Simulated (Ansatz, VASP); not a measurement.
## Two plane-wave programs on BAs2

```xyz
3
Lattice="1.6061 0.9273 5.9066 -1.6061 0.9273 5.9066 0.0000 -1.8546 5.9066" Properties=species:S:1:pos:R:3 pbc="T T T"
B     0.0000    0.0000    0.0025
As    0.0000    0.0000   13.0825
As    0.0000    0.0000   10.5406
```

Alike in both runs: functional PBE; k mesh 6 × 6 × 6; occupations gaussian, width 0.1 eV; no spin polarisation.

Ansatz relaxed the structure, and its values are those at the end. VASP's run is a single point on that final structure, the one shown.

```csv
,VASP,Ansatz
version,VASP 6.6.1,Ansatz 0.2.0
potentials or method,"VASP PAW PBE potentials, release 64 (B, As), cutoff 520 eV","scalar-relativistic, plane waves, PAW"
valence electrons in the cell,13,33
```

Ansatz gave:

* gap on the k mesh at the Fermi level (eV): none
* pressure (GPa): 0.2
* rms of the force components (eV/Å): 0.004

**Question.** Which values does VASP return?

**Answer.** gap on the k mesh at the Fermi level (eV): none; pressure (GPa): 0.6; rms of the force components (eV/Å): 0.042.

A gap of «none» marks a metal or a gap that the smearing closes. The functional is the same, so the differences come from potentials, cutoffs and numerics. VASP's potentials hold 13 valence electrons a cell and Ansatz's 33, so a difference there can come from the potentials and not from the codes.

The k mesh is coarse, so the values compare programs but aren't converged.
